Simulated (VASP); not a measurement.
Set up this calculation in VASP 6.6.1, as the native input.

```yaml
Task: single point
Functional: LDA
Potentials_or_basis: VASP PAW LDA potentials, release 64 (Al)
Cutoff: 520 eV
k_mesh: 12 × 12 × 12
Occupations: gaussian, width 0.1 eV
Spin: no spin polarisation
Dipole_correction: no
Further_INCAR_settings: ALGO = Normal; EDIFF = 1e-06; NBANDS = 8
```

The structure of Al lies in POSCAR:

```
Al
1.0
    0.0000000000      1.9974394157      1.9974394157
    1.9974394157      0.0000000000      1.9974394157
    1.9974394157      1.9974394157      0.0000000000
Al
1
Direct
    0.0000000000      0.0000000000      0.0000000000
```

The input as run:

INCAR

```
SYSTEM = Al
ALGO     = Normal         ! electronic algorithm
EDIFF    = 1E-6           ! SCF threshold, eV
ENCUT    = 520            ! plane-wave cutoff, eV
ISIF     = 2              ! what is computed and relaxed
ISMEAR   = 0              ! smearing method
LASPH    = .TRUE.         ! aspherical terms in the spheres
LCHARG   = .FALSE.        ! write CHGCAR
LREAL    = .FALSE.        ! projectors in reciprocal space
LWAVE    = .FALSE.        ! write WAVECAR
NBANDS   = 8              ! bands
NELM     = 60             ! most SCF steps
PREC     = Accurate       ! precision mode
SIGMA    = 0.1            ! smearing width, eV
```

KPOINTS

```
k-points
0
G
  12 12 12
  0 0 0
```

Potentials or basis: VASP PAW LDA potentials, release 64 (Al).

Launch:

```bash
$ cat potpaw_LDA.64/Al/POTCAR > POTCAR
$ mpirun -np 1 vasp_std > vasp.out
```

Results of the run:

* Pressure: -0.4 GPa

Run time: 2.5 s on 1 thread of Intel(R) Xeon(R) 6975P-C (Granite Rapids), on a shared host, peak memory 0.12 GiB.
